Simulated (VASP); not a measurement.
NbSi:

```
Nb Si
1.0
     3.15644    0.00000    0.00000
     0.00000    3.15644    0.00000
     0.00000    0.00000    3.15644
Nb Si
1 1
Direct
  0.00000 0.00000 0.00000
  0.50000 0.50000 0.50000
```

```yaml
Program: VASP 6.6.1
Task: relaxation of cell and atoms
Functional: HF
Potentials_or_basis: VASP PAW PBE potentials, release 64 (Nb_sv, Si)
Cutoff: 600 eV
k_mesh: 4 × 4 × 4
Occupations: fermi-dirac, width 0.05 eV
Spin: no spin polarisation
```

At the start: pressure 6.0 GPa; volume 15.72 Å³/atom.

Question: How do energy, volume and symmetry change on relaxing?

Answer: Over 3 steps the energy falls by 9.0 meV/atom and the volume is 16.22 Å³/atom (+3.2 %); space group Pm-3m (No. 221, to 0.1 Å) before and after.

Step by step:
| step | energy change (eV) | largest force (eV/Å) | pressure (GPa) | volume (Å³) |
| --- | --- | --- | --- | --- |
| 1 | 0.0000 | 0.0000 | 6.00 | 31.45 |
| 2 | 0.0325 | 0.0000 | -8.73 | 34.20 |
| 3 | -0.0179 | 0.0000 | -0.10 | 32.45 |

Final structure:
```yaml
crystal:
  lattice:
    - [3.18954, 0.00000, 0.00000]
    - [0.00000, 3.18954, 0.00000]
    - [0.00000, 0.00000, 3.18954]
  atoms:
    - { symbol: Nb, position: [0.00000, 0.00000, 0.00000] }
    - { symbol: Si, position: [0.50000, 0.50000, 0.50000] }
```

Caveat: the k points lie up to 0.49 Å⁻¹ apart in the final cell, too coarse for converged energies and pressures of a metal; the PAW data sets were made with another functional, which shifts forces and pressure a little.
